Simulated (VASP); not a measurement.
# Si (Imma) in VASP: single point with PBE

Aim: the single point of Si with PBE.

All numbers are computed with VASP 6.6.1; they aren't measurements. Logs are shortened: lines on timing, memory, paths and dates and some standing lists are left out, and cuts for length are marked.

### Step 1. The cell of the first run

The structure is orthorhombic, space group Imma (No. 74). The conventional cell has a = 3.801 Å, b = 4.041 Å, c = 5.715 Å, α = 90.00°, β = 90.00°, γ = 90.00°. Si (site symmetry mm2) has 4 Si at 2.40 to 2.46 Å within 3.2 Å.

### Step 2. Single point, PBE

INCAR reads:

```
PREC = Accurate
ENCUT = 500
EDIFF = 1E-6
ISMEAR = 0
SIGMA = 0.01
LREAL = F
LASPH = T
NELM = 120
ALGO = Normal
ISIF = 2
LWAVE = F
LCHARG = F
GGA = PE
NBANDS = 16
GGA_COMPAT = F
```

KPOINTS reads:

```
regular mesh
0
Gamma
  4 2 4
```

POSCAR reads:

```
Si
1.0
    4.0410734278      0.0000000000      0.0000000000
    0.0000000000      5.7149408481      0.0000000000
    0.0000000000      0.0000000000      3.8014365275
Si
4
Direct
    0.0000000000     -0.0028802667      0.0000000000
    0.5000000000      0.4971197333      0.5000000000
    0.0000000000      0.2528802667      0.5000000000
    0.5000000000      0.7528802667      0.0000000000
```

Potentials or basis: VASP PAW PBE potentials, release 64 (Si).

The run is started by

```
$ cat potpaw_PBE.64/Si/POTCAR > POTCAR
$ mpirun -np 1 vasp_std > vasp.out
```

OUTCAR:

```text
PREC = Accurate
   ENCUT = 500
   EDIFF = 1E-6
   ISMEAR = 0
   LREAL = F
   LASPH = T
   NELM = 120
   ISIF = 2
   GGA = PE

 ion  position               nearest neighbor table
   1  0.000  0.997  0.000-   3 2.40   3 2.40   4 2.46   4 2.46
   2  0.500  0.497  0.500-   4 2.40   4 2.40   3 2.46   3 2.46
   3  0.000  0.253  0.500-   1 2.40   1 2.40   2 2.46   2 2.46
   4  0.500  0.753  0.000-   2 2.40   2 2.40   1 2.46   1 2.46

  LATTYP: Found a simple orthorhombic cell.
 ALAT       =     3.8014365275
 B/A-ratio  =     1.0630385115
 C/A-ratio  =     1.5033634803

  Lattice vectors:

 A1 = (   0.0000000000,   0.0000000000,   3.8014365275)
 A2 = (   4.0410734278,   0.0000000000,   0.0000000000)
 A3 = (   0.0000000000,   5.7149408481,   0.0000000000)

Analysis of symmetry for initial positions (statically):
=====================================================================
 Subroutine PRICEL returns following result:

  LATTYP: Found a body centered orthorhombic cell.
 ALAT       =     3.8014365275
 B/A-ratio  =     1.0630385115
 C/A-ratio  =     1.5033634803

  Lattice vectors:

 A1 = (  -2.0205367139,  -2.8574704240,  -1.9007182637)
 A2 = (   2.0205367139,  -2.8574704241,   1.9007182637)
 A3 = (  -2.0205367139,   2.8574704241,   1.9007182637)

   2 primitive cells build up your supercell.

 Routine SETGRP: Setting up the symmetry group for a
 simple orthorhombic supercell.

 Subroutine GETGRP returns: Found  8 space group operations
 (whereof  4 operations were pure point group operations)
 out of a pool of  8 trial point group operations.

The static configuration has the point symmetry C_2v.
 The point group associated with its full space group is D_2h.

Analysis of symmetry for dynamics (positions and initial velocities):
=====================================================================
 Subroutine PRICEL returns following result:

  LATTYP: Found a body centered orthorhombic cell.
 ALAT       =     3.8014365275
 B/A-ratio  =     1.0630385115
 C/A-ratio  =     1.5033634803

  Lattice vectors:

 A1 = (  -2.0205367139,  -2.8574704240,  -1.9007182637)
 A2 = (   2.0205367139,  -2.8574704241,   1.9007182637)
 A3 = (  -2.0205367139,   2.8574704241,   1.9007182637)

   2 primitive cells build up your supercell.

 Routine SETGRP: Setting up the symmetry group for a
 simple orthorhombic supercell.

 Subroutine GETGRP returns: Found  8 space group operations
 (whereof  4 operations were pure point group operations)
 out of a pool of  8 trial point group operations.

The dynamic configuration has the point symmetry C_2v.
 The point group associated with its full space group is D_2h.

 Subroutine INISYM returns: Found  8 space group operations
 (whereof  4 operations are pure point group operations),
 and found     2 'primitive' translations

----------------------------------------------------------------------------------------

                                     Primitive cell

  volume of cell :      43.8961

  direct lattice vectors                    reciprocal lattice vectors
    -2.020536714 -2.857470424 -1.900718264    -0.247459003 -0.174979939  0.000000000
     2.020536714 -2.857470424  1.900718264    -0.000000000 -0.174979939  0.263058450
    -2.020536714  2.857470424  1.900718264    -0.247459003  0.000000000  0.263058450

  length of vectors
     3.982516259  3.982516259  3.982516259     0.303074144  0.315939436  0.361158838

  position of ions in fractional coordinates (direct lattice)
     0.002880267  0.002880267  0.000000000
     0.747119733  0.247119733  0.500000000

  ion indices of the primitive-cell ions
   primitive index   ion index
                 1           1
                 2           4

----------------------------------------------------------------------------------------

 KPOINTS: regular mesh

Automatic generation of k-mesh.
 Grid dimensions read from file:
 generate k-points for:    4    2    4

 Generating k-lattice:

  Cartesian coordinates                     Fractional coordinates (reciprocal lattice)
     0.061864751  0.000000000  0.000000000     0.250000000  0.000000000  0.000000000
     0.000000000  0.087489969  0.000000000     0.000000000  0.500000000  0.000000000
     0.000000000  0.000000000  0.065764612     0.000000000  0.000000000  0.250000000

  Length of vectors
     0.061864751  0.087489969  0.065764612

  Shift w.r.t. Gamma in fractional coordinates (k-lattice)
     0.000000000  0.000000000  0.000000000

 Subroutine IBZKPT returns following result:
 ===========================================

 Found     18 irreducible k-points:

 Following reciprocal coordinates:
            Coordinates               Weight
  0.000000  0.000000  0.000000      1.000000
  0.250000  0.000000  0.000000      2.000000
  0.500000  0.000000  0.000000      1.000000
  0.000000  0.500000  0.000000      1.000000
  0.250000  0.500000  0.000000      2.000000
  0.500000  0.500000  0.000000      1.000000
[... 10 lines left out ...]
  0.250000  0.500000  0.500000      2.000000
  0.500000  0.500000  0.500000      1.000000
   k-points           NKPTS =     18   k-points in BZ     NKDIM =     18   number of bands    NBANDS=     16
   number of dos      NEDOS =    301   number of ions     NIONS =      4
   total plane-waves  NPLWV =  35280
   dimension x,y,z NGX =    30 NGY =   42 NGZ =   28
   dimension x,y,z NGXF=    60 NGYF=   84 NGZF=   56
   ions per type =               4
   NGX,Y,Z   is equivalent  to a cutoff of  12.34, 12.22, 12.25 a.u.
   NGXF,Y,Z  is equivalent  to a cutoff of  24.68, 24.44, 24.49 a.u.
 SYSTEM =  unknown system
   PREC   = accura    normal or accurate (medium, high low for compatibility)
   ISTART =      0    job   : 0-new  1-cont  2-samecut
   ICHARG =      2    charge: 1-file 2-atom 10-const
   ISPIN  =      1    spin polarized calculation?
   LNONCOLLINEAR =      F non collinear calculations
   LSORBIT =      F    spin-orbit coupling
   LASPH  =      T    aspherical Exc in radial PAW
   ENCUT  =  500.0 eV  36.75 Ry    6.06 a.u.   7.37 10.42  6.93*2*pi/ulx,y,z
   NELM   =    120;   NELMIN=  2; NELMDL= -5     # of ELM steps
   EDIFF  = 0.1E-05   stopping-criterion for ELM
   LREAL  =      F    real-space projection
[... 7 lines left out ...]
   TEBEG  =    0.0;   TEEND  =   0.0 temperature during run
   PSTRESS=    0.0 pullay stress
   NELECT =      16.0000    total number of electrons
   NUPDOWN=      -1.0000    fix difference up-down
   EMIN   =  10.00;   EMAX   =-10.00  energy-range for DOS
   EFERMI =   0.00;   METHOD = LEGACY
   ISMEAR =     0;   SIGMA  =   0.01  broadening in eV -4-tet -1-fermi 0-gaus
   EFERMI_NEDOS =   21; number of points for ismear=-14 and -15
   IALGO  =     38    algorithm
   IMIX   =      4    mixing-type and parameters
     AMIX     =   0.40;   BMIX     =  1.00
     AMIX_MAG =   1.60;   BMIX_MAG =  1.00
  volume/ion in A,a.u.               =      21.95       148.11
  Fermi-wavevector in a.u.,A,eV,Ry     =   0.928174  1.753995 11.721515  0.861507
  Thomas-Fermi vector in A             =   2.054322
   LORBIT       =      0    0 simple, 1 ext, 2 COOP (PROOUT), +10 PAW based schemes
   GGA     = PE    functional components
   LHFCALC =     F    Hartree Fock is set to
   AEXX    =    0.0000 exact exchange contribution
   IVDW    =     0    specifies the selected vdW correction
   LEPSILON=     F    determine dielectric tensor
   LRPA    =     F    only Hartree local field effects (RPA)
 non-spin polarized calculation
 Gauss-broadening in eV      SIGMA  =   0.01
  energy-cutoff  :      500.00
  volume of cell :       87.79
 maximum number of plane-waves:      2260
 NGX is ok and might be reduce to    30
   NGX = 15   NGY = 21   NGZ = 13

 number of electron      16.0000002 magnetization

 Free energy of the ion-electron system (eV)
  ---------------------------------------------------
  ext. energy  EPLUGINS =         0.00000000
  ---------------------------------------------------
  free energy    TOTEN  =       -21.34514642 eV

  energy without entropy =      -21.34514642  energy(sigma->0) =      -21.34514642

 E-fermi :   5.3539     XC(G=0):  -9.0444

 val. band max:        5.2697938221   @ k =   0.0000   0.0000   0.0000
 cond. band min:       5.5787008162   @ k =   0.0000   0.0000   0.0000
 fundamental gap:      0.3089069941
 Fermi energy:         5.3539470538

 k-point     1 :       0.0000    0.0000    0.0000
  band No.  band energies     occupation
      1      -6.4000      2.00000
      2      -2.8298      2.00000
      3      -2.5501      2.00000
      4       2.1476      2.00000
      5       2.8556      2.00000
      6       4.7901      2.00000
[... 8 lines left out ...]
     15      12.3473      0.00000
     16      12.5971      0.00000

 k-point     2 :       0.2500    0.0000    0.0000
  band No.  band energies     occupation
      1      -5.9310      2.00000
      2      -3.2349      2.00000
      3      -2.0147      2.00000
      4       0.9822      2.00000
      5       2.1467      2.00000
      6       3.2164      2.00000
[... 8 lines left out ...]
     15      11.7791      0.00000
     16      12.0942      0.00000

 k-point     3 :       0.5000    0.0000    0.0000
  band No.  band energies     occupation
      1      -4.6460      2.00000
      2      -4.6460      2.00000
      3      -0.4251      2.00000
      4      -0.4251      2.00000
      5       1.4031      2.00000
      6       1.4031      2.00000
[... 8 lines left out ...]
     15      10.9104      0.00000
     16      10.9104      0.00000
[... 248 lines left out ...]
 k-point    17 :       0.2500    0.5000    0.5000
  band No.  band energies     occupation
      1      -3.6523      2.00000
      2      -3.6523      2.00000
      3      -1.5268      2.00000
      4      -1.5268      2.00000
      5       1.8005      2.00000
      6       1.8005      2.00000
[... 8 lines left out ...]
     15      11.5715      0.00000
     16      11.5785      0.00000

 k-point    18 :       0.5000    0.5000    0.5000
  band No.  band energies     occupation
      1      -2.4017      2.00000
      2      -2.4017      2.00000
      3      -2.4017      2.00000
      4      -2.4017      2.00000
      5       1.4847      2.00000
      6       1.4847      2.00000
[... 8 lines left out ...]
     15       9.3699      0.00000
     16       9.3699      0.00000

------------------------ aborting loop because EDIFF is reached ----------------------------------------

  FORCE on cell =-STRESS in cart. coord.  units (eV):
  Direction    XX          YY          ZZ          XY          YZ          ZX
  --------------------------------------------------------------------------------------
  -------------------------------------------------------------------------------------
  Total       -4.4688980     -4.4987466      0.4688372      0.0000000      0.0000000      0.0000000
  in kB      -81.5557898    -82.1005172      8.5561120      0.0000000      0.0000000      0.0000000
  external PRESSURE =     -51.7000650 kB  Pullay stress =       0.0000000 kB

 VOLUME and BASIS-vectors are now :
 -----------------------------------------------------------------------------
  energy-cutoff  :      500.00
  volume of cell :       87.79
      direct lattice vectors                 reciprocal lattice vectors
     4.041073428  0.000000000  0.000000000     0.247459003  0.000000000  0.000000000
     0.000000000  5.714940848  0.000000000     0.000000000  0.174979939  0.000000000
     0.000000000  0.000000000  3.801436527     0.000000000  0.000000000  0.263058450

 POSITION                                       TOTAL-FORCE (eV/Angst)
 -----------------------------------------------------------------------------------
      0.00000      5.69848      0.00000         0.000000      0.007047      0.000000
      2.02054      2.84101      1.90072         0.000000      0.007047      0.000000
      0.00000      1.44520      1.90072        -0.000000     -0.007047     -0.000000
      2.02054      4.30267      0.00000        -0.000000     -0.007047     -0.000000
 -----------------------------------------------------------------------------------
    total drift:                               -0.000000      0.000000      0.000000

  FREE ENERGIE OF THE ION-ELECTRON SYSTEM (eV)
  ---------------------------------------------------
  free  energy   TOTEN  =       -21.3451464204 eV

  energy  without entropy=      -21.3451464204  energy(sigma->0) =      -21.34514642
```

Run time: 18 s. Hardware: 1 thread of Intel Xeon Platinum 8259CL at 2.50GHz (Skylake/Cascade Lake), shared host; peak memory 0.17 GiB.

Results:

* Free energy: -21.3451 eV
* Pressure: -5.2 GPa
* Largest force: 0.007 eV/Å
* Band gap on the k mesh: 0.31 eV

Forces on the atoms (eV/Å):
```
Si   0.000  0.007  0.000
Si   0.000  0.007  0.000
Si   0.000 -0.007  0.000
Si   0.000 -0.007  0.000
```

Caveat: the k points lie up to 0.55 Å⁻¹ apart. A k mesh can miss the band edges.
